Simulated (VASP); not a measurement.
# Fe (Im-3m) in VASP: single point with PBE

Aim: the single point of Fe with PBE.

Program: VASP 6.6.1. These are calculated values, not measurements. Logs are shortened: lines on timing, memory, paths and dates and some standing lists are left out, and cuts for length are marked.

## 1. The cell of the first run

The structure is cubic, space group Im-3m (No. 229). The conventional cell has a = 2.831 Å, b = 2.831 Å, c = 2.831 Å, α = 90.00°, β = 90.00°, γ = 90.00°. Within 3.2 Å of Fe (site symmetry m-3m) lie 14 Fe at 2.45 to 2.83 Å.

## 2. Single point, PBE, collinear spin, antiferromagnetic start

File INCAR:

```
  PREC = Accurate
  ENCUT = 520
  EDIFF = 1E-7
  ISMEAR = 0
  SIGMA = 0.05
  LREAL = False
  LASPH = True
  NELM = 150
  ALGO = Fast
  ISIF = 2
  LWAVE = False
  LCHARG = False
  ISPIN = 2
  MAGMOM = 2.5 -2.5
  LORBIT = 11
  LMAXMIX = 4
  GGA = PE
  NBANDS = 19
```

File KPOINTS:

```
Automatic mesh
0
Gamma
  20 20 12
```

File POSCAR:

```
Fe
1.0
   -1.4155932727      1.4155932727      1.4155932727
    1.4155932727     -1.4155932727      1.4155932727
    2.8311865454      2.8311865454      0.0000000000
Fe
2
Direct
    0.0000000000      0.0000000000      0.0000000000
    0.5000000000      0.5000000000      0.5000000000
```

Potentials or basis: VASP PAW PBE potentials, release 64 (Fe).

The run is started by

```bash
$ cat potpaw_PBE.64/Fe/POTCAR > POTCAR
$ mpirun -np 1 vasp_std > vasp.out
```

OUTCAR:

```text
PREC = Accurate
   ENCUT = 520
   EDIFF = 1E-7
   ISMEAR = 0
   LREAL = False
   LASPH = True
   NELM = 150
   ISIF = 2
   ISPIN = 2
   LORBIT = 11
   GGA = PE

 ion  position               nearest neighbor table
   1  0.000  0.000  0.000-   2 2.45   2 2.45   2 2.45   2 2.45   2 2.83   2 2.83   2 2.83   2 2.83

   2  0.500  0.500  0.500-   1 2.45   1 2.45   1 2.45   1 2.45   1 2.83   1 2.83   1 2.83   1 2.83

  LATTYP: Found a base centered orthorhombic cell.
 ALAT       =     2.8311865454
 B/A-ratio  =     1.4142135624
 C/A-ratio  =     1.4142135624

  Lattice vectors:

 A1 = (  -1.4155932727,   1.4155932727,   1.4155932727)
 A2 = (   1.4155932727,  -1.4155932727,   1.4155932727)
 A3 = (   2.8311865454,   2.8311865454,   0.0000000000)

Analysis of symmetry for initial positions (statically):
=====================================================================
 Subroutine PRICEL returns following result:

  LATTYP: Found a body centered cubic cell.
 ALAT       =     2.8311865454

  Lattice vectors:

 A1 = (  -1.4155932727,   1.4155932727,  -1.4155932727)
 A2 = (  -1.4155932727,  -1.4155932727,   1.4155932727)
 A3 = (   1.4155932727,   1.4155932727,   1.4155932727)

   2 primitive cells build up your supercell.

 Routine SETGRP: Setting up the symmetry group for a
 base centered orthorhombic supercell.

 Subroutine GETGRP returns: Found  8 space group operations
 (whereof  8 operations were pure point group operations)
 out of a pool of  8 trial point group operations.

The static configuration has the point symmetry D_2h.

Analysis of symmetry for dynamics (positions and initial velocities):
=====================================================================
 Subroutine PRICEL returns following result:

  LATTYP: Found a body centered cubic cell.
 ALAT       =     2.8311865454

  Lattice vectors:

 A1 = (  -1.4155932727,   1.4155932727,  -1.4155932727)
 A2 = (  -1.4155932727,  -1.4155932727,   1.4155932727)
 A3 = (   1.4155932727,   1.4155932727,   1.4155932727)

   2 primitive cells build up your supercell.

 Routine SETGRP: Setting up the symmetry group for a
 base centered orthorhombic supercell.

 Subroutine GETGRP returns: Found  8 space group operations
 (whereof  8 operations were pure point group operations)
 out of a pool of  8 trial point group operations.

The dynamic configuration has the point symmetry D_2h.

Analysis of structural, dynamic, and magnetic symmetry:
=====================================================================
 Subroutine PRICEL returns following result:

  LATTYP: Found a body centered cubic cell.
 ALAT       =     2.8311865454

  Lattice vectors:

 A1 = (  -1.4155932727,   1.4155932727,  -1.4155932727)
 A2 = (  -1.4155932727,  -1.4155932727,   1.4155932727)
 A3 = (   1.4155932727,   1.4155932727,   1.4155932727)

   2 primitive cells build up your supercell.

 Routine SETGRP: Setting up the symmetry group for a
 base centered orthorhombic supercell.

 Subroutine GETGRP returns: Found  8 space group operations
 (whereof  8 operations were pure point group operations)
 out of a pool of  8 trial point group operations.

The overall configuration has the point symmetry D_2h.

 Subroutine INISYM returns: Found  8 space group operations
 (whereof  8 operations are pure point group operations),
 and found     2 'primitive' translations

----------------------------------------------------------------------------------------

                                     Primitive cell

  volume of cell :      11.3469

  direct lattice vectors                    reciprocal lattice vectors
    -1.415593273  1.415593273 -1.415593273    -0.353208799  0.353208799  0.000000000
    -1.415593273 -1.415593273  1.415593273    -0.353208799  0.000000000  0.353208799
     1.415593273  1.415593273  1.415593273     0.000000000  0.353208799  0.353208799

  length of vectors
     2.451879471  2.451879471  2.451879471     0.499512674  0.499512674  0.499512674

  position of ions in fractional coordinates (direct lattice)
     0.000000000  0.000000000  0.000000000

  ion indices of the primitive-cell ions
   primitive index   ion index
                 1           1

----------------------------------------------------------------------------------------

 KPOINTS: Automatic mesh

Automatic generation of k-mesh.
 Grid dimensions read from file:
 generate k-points for:   20   20   12

 Generating k-lattice:

  Cartesian coordinates                     Fractional coordinates (reciprocal lattice)
    -0.008830220  0.008830220  0.017660440     0.050000000  0.000000000  0.000000000
     0.008830220 -0.008830220  0.017660440     0.000000000  0.050000000  0.000000000
     0.014717033  0.014717033  0.000000000     0.000000000  0.000000000  0.083333333

  Length of vectors
     0.021629533  0.021629533  0.020813028

  Shift w.r.t. Gamma in fractional coordinates (k-lattice)
     0.000000000  0.000000000  0.000000000

 Subroutine IBZKPT returns following result:
 ===========================================

 Found    777 irreducible k-points:

 Following reciprocal coordinates:
            Coordinates               Weight
  0.000000  0.000000  0.000000      1.000000
  0.050000  0.000000  0.000000      4.000000
  0.100000  0.000000  0.000000      4.000000
  0.150000  0.000000  0.000000      4.000000
  0.200000  0.000000  0.000000      4.000000
  0.250000  0.000000  0.000000      4.000000
[... 16 lines left out ...]
 -0.400000  0.050000  0.000000      4.000000
 -0.350000  0.050000  0.000000      4.000000
 [... further k-points ...]
   k-points           NKPTS =    777   k-points in BZ     NKDIM =    777   number of bands    NBANDS=     19
   number of dos      NEDOS =    301   number of ions     NIONS =      2
   total plane-waves  NPLWV =   9720
   dimension x,y,z NGX =    18 NGY =   18 NGZ =   30
   dimension x,y,z NGXF=    36 NGYF=   36 NGZF=   60
   ions per type =               2
   NGX,Y,Z   is equivalent  to a cutoff of  12.20, 12.20, 12.46 a.u.
   NGXF,Y,Z  is equivalent  to a cutoff of  24.41, 24.41, 24.91 a.u.
 SYSTEM =  unknown system
   PREC   = accura    normal or accurate (medium, high low for compatibility)
   ISTART =      0    job   : 0-new  1-cont  2-samecut
   ICHARG =      2    charge: 1-file 2-atom 10-const
   ISPIN  =      2    spin polarized calculation?
   LNONCOLLINEAR =      F non collinear calculations
   LSORBIT =      F    spin-orbit coupling
   LASPH  =      T    aspherical Exc in radial PAW
   ENCUT  =  520.0 eV  38.22 Ry    6.18 a.u.   4.56  4.56  7.44*2*pi/ulx,y,z
   NELM   =    150;   NELMIN=  2; NELMDL= -5     # of ELM steps
   EDIFF  = 0.1E-06   stopping-criterion for ELM
   LREAL  =      F    real-space projection
   EDIFFG = 0.1E-05   stopping-criterion for IOM
   NSW    =      0    number of steps for IOM
   IBRION =     -1    ionic relax: 0-MD 1-quasi-New 2-CG
   NFREE  =      0    steps in history (QN), initial steepest desc. (CG)
   ISIF   =      2    stress and relaxation
   ISYM   =      2    0-nonsym 1-usesym 2-fastsym
   POTIM  = 0.5000    time-step for ionic-motion
   TEBEG  =    0.0;   TEEND  =   0.0 temperature during run
   PSTRESS=    0.0 pullay stress
   NELECT =      16.0000    total number of electrons
   NUPDOWN=      -1.0000    fix difference up-down
   EMIN   =  10.00;   EMAX   =-10.00  energy-range for DOS
   EFERMI =   0.00;   METHOD = LEGACY
   ISMEAR =     0;   SIGMA  =   0.05  broadening in eV -4-tet -1-fermi 0-gaus
   EFERMI_NEDOS =   21; number of points for ismear=-14 and -15
   IALGO  =     68    algorithm
   IMIX   =      4    mixing-type and parameters
     AMIX     =   0.40;   BMIX     =  1.00
     AMIX_MAG =   1.60;   BMIX_MAG =  1.00
  volume/ion in A,a.u.               =      11.35        76.57
  Fermi-wavevector in a.u.,A,eV,Ry     =   1.457068  2.753458 28.885791  2.123046
  Thomas-Fermi vector in A             =   2.573912
   LORBIT       =     11    0 simple, 1 ext, 2 COOP (PROOUT), +10 PAW based schemes
   GGA     = PE    functional components
   LHFCALC =     F    Hartree Fock is set to
   AEXX    =    0.0000 exact exchange contribution
   IVDW    =     0    specifies the selected vdW correction
   LEPSILON=     F    determine dielectric tensor
   LRPA    =     F    only Hartree local field effects (RPA)
 spin polarized calculation
 RMM-DIIS sequential band-by-band and
 Gauss-broadening in eV      SIGMA  =   0.05
  energy-cutoff  :      520.00
  volume of cell :       22.69
 maximum number of plane-waves:       633
   NGX =  9   NGY =  9   NGZ = 15

 number of electron      15.9999989 magnetization      -0.0000000

 number of electron      15.9999989 magnetization       0.0000000

 Free energy of the ion-electron system (eV)
  ---------------------------------------------------
  ext. energy  EPLUGINS =         0.00000000
  ---------------------------------------------------
  free energy    TOTEN  =       -16.05363598 eV

  energy without entropy =      -16.04940714  energy(sigma->0) =      -16.05152156

 E-fermi :   6.1007     XC(G=0): -13.1391

 val. band max:        6.1004620717   @ k =   0.3500   0.3000   0.0000
 cond. band min:       6.1012713009   @ k =   0.3500   0.2500   0.0833
 fundamental gap:      0.0008092292
 Fermi energy:         6.1007339601

 spin component 1

 k-point     1 :       0.0000    0.0000    0.0000
  band No.  band energies     occupation
      1      -2.5260      1.00000
      2       1.3670      1.00000
      3       2.9652      1.00000
      4       4.0835      1.00000
      5       4.1977      1.00000
      6       4.7006      1.00000
[... 11 lines left out ...]
     18      30.7490      0.00000
     19      30.7765      0.00000

 k-point     2 :       0.0500    0.0000    0.0000
  band No.  band energies     occupation
      1      -2.4479      1.00000
      2       1.4185      1.00000
      3       2.9754      1.00000
      4       4.0610      1.00000
      5       4.2054      1.00000
      6       4.7131      1.00000
[... 11 lines left out ...]
     18      30.5660      0.00000
     19      30.7825      0.00000

 k-point     3 :       0.1000    0.0000    0.0000
  band No.  band energies     occupation
      1      -2.2159      1.00000
      2       1.5678      1.00000
      3       3.0001      1.00000
      4       3.9722      1.00000
      5       4.2197      1.00000
      6       4.5681      1.00000
[... 434 lines left out ...]
      1       1.2068      1.00000
      2       2.5702      1.00000
      3       2.6616      1.00000
      4       3.2535      1.00000
      5       3.9047      1.00000
      6       3.9189      1.00000
[... 11 lines left out ...]
     18      27.3696      0.00000
     19      31.7331      0.00000

 k-point    24 :      -0.3500    0.0500    0.0000
  band No.  band energies     occupation
      1       0.5218      1.00000
      2       2.6888      1.00000
      3       2.7188      1.00000
      4       3.1189      1.00000
      5       3.9569      1.00000
      6       3.9726      1.00000
[... 11 lines left out ...]
     18      27.3797      0.00000
     19      32.4537      0.00000

 [... further k-points ...]

 spin component 2

 k-point     1 :       0.0000    0.0000    0.0000
  band No.  band energies     occupation
      1      -2.5260      1.00000
      2       1.3670      1.00000
      3       2.9652      1.00000
      4       4.0835      1.00000
      5       4.1977      1.00000
      6       4.7006      1.00000
[... 11 lines left out ...]
     18      30.7490      0.00000
     19      30.7765      0.00000

 k-point     2 :       0.0500    0.0000    0.0000
  band No.  band energies     occupation
      1      -2.4479      1.00000
      2       1.4185      1.00000
      3       2.9754      1.00000
      4       4.0610      1.00000
      5       4.2054      1.00000
      6       4.7131      1.00000
[... 11 lines left out ...]
     18      30.5660      0.00000
     19      30.7825      0.00000

 k-point     3 :       0.1000    0.0000    0.0000
  band No.  band energies     occupation
      1      -2.2159      1.00000
      2       1.5678      1.00000
      3       3.0001      1.00000
      4       3.9722      1.00000
      5       4.2197      1.00000
      6       4.5681      1.00000
[... 434 lines left out ...]
      1       1.2068      1.00000
      2       2.5702      1.00000
      3       2.6616      1.00000
      4       3.2535      1.00000
      5       3.9047      1.00000
      6       3.9189      1.00000
[... 11 lines left out ...]
     18      27.3696      0.00000
     19      31.7340      0.00000

 k-point    24 :      -0.3500    0.0500    0.0000
  band No.  band energies     occupation
      1       0.5218      1.00000
      2       2.6888      1.00000
      3       2.7188      1.00000
      4       3.1189      1.00000
      5       3.9569      1.00000
      6       3.9726      1.00000
[... 11 lines left out ...]
     18      27.3797      0.00000
     19      32.5208      0.00000

 [... further k-points ...]

------------------------ aborting loop because EDIFF is reached ----------------------------------------

  FORCE on cell =-STRESS in cart. coord.  units (eV):
  Direction    XX          YY          ZZ          XY          YZ          ZX
  --------------------------------------------------------------------------------------
  -------------------------------------------------------------------------------------
  Total       -0.8533360     -0.8533360      0.5458060      0.9193626      0.0000000      0.0000000
  in kB      -60.2455819    -60.2455819     38.5339404     64.9070613      0.0000000      0.0000000
  external PRESSURE =     -27.3190744 kB  Pullay stress =       0.0000000 kB

 VOLUME and BASIS-vectors are now :
 -----------------------------------------------------------------------------
  energy-cutoff  :      520.00
  volume of cell :       22.69
      direct lattice vectors                 reciprocal lattice vectors
    -1.415593273  1.415593273  1.415593273    -0.176604400  0.176604400  0.353208799
     1.415593273 -1.415593273  1.415593273     0.176604400 -0.176604400  0.353208799
     2.831186545  2.831186545  0.000000000     0.176604400  0.176604400  0.000000000

 POSITION                                       TOTAL-FORCE (eV/Angst)
 -----------------------------------------------------------------------------------
      0.00000      0.00000      0.00000        -0.000000      0.000000     -0.000000
      1.41559      1.41559      1.41559         0.000000     -0.000000      0.000000
 -----------------------------------------------------------------------------------
    total drift:                               -0.000000      0.000000     -0.000000

  FREE ENERGIE OF THE ION-ELECTRON SYSTEM (eV)
  ---------------------------------------------------
  free  energy   TOTEN  =       -16.0536359832 eV

  energy  without entropy=      -16.0494071367  energy(sigma->0) =      -16.05152156

 total charge

# of ion       s       p       d       tot
------------------------------------------
    1        0.492   0.557   6.216   7.265
    2        0.492   0.557   6.216   7.265
--------------------------------------------------
tot          0.984   1.114  12.431  14.529

 magnetization (x)

# of ion       s       p       d       tot
------------------------------------------
    1        0.013   0.028   1.897   1.938
    2       -0.013  -0.028  -1.897  -1.938
--------------------------------------------------
tot          0.000   0.000   0.000   0.000
```

Wall time 12 min (1 thread of Intel Xeon 8259CL, shared host); peak memory 0.53 GiB.

What came out:

- Free energy: -16.0536 eV
- Pressure: -2.7 GPa
- Band gap on the k mesh: zero (filled and empty bands overlap)
- Net moment: 0.00 μB per cell
- Site moments: Fe +1.94, -1.94 μB
- Valence electrons inside the program's atomic spheres: Fe 7.26

Caveat: the stress differs along the axes, from -6 to 4 GPa; the antiferromagnetic order is the one typed at the start, and another may lie lower.
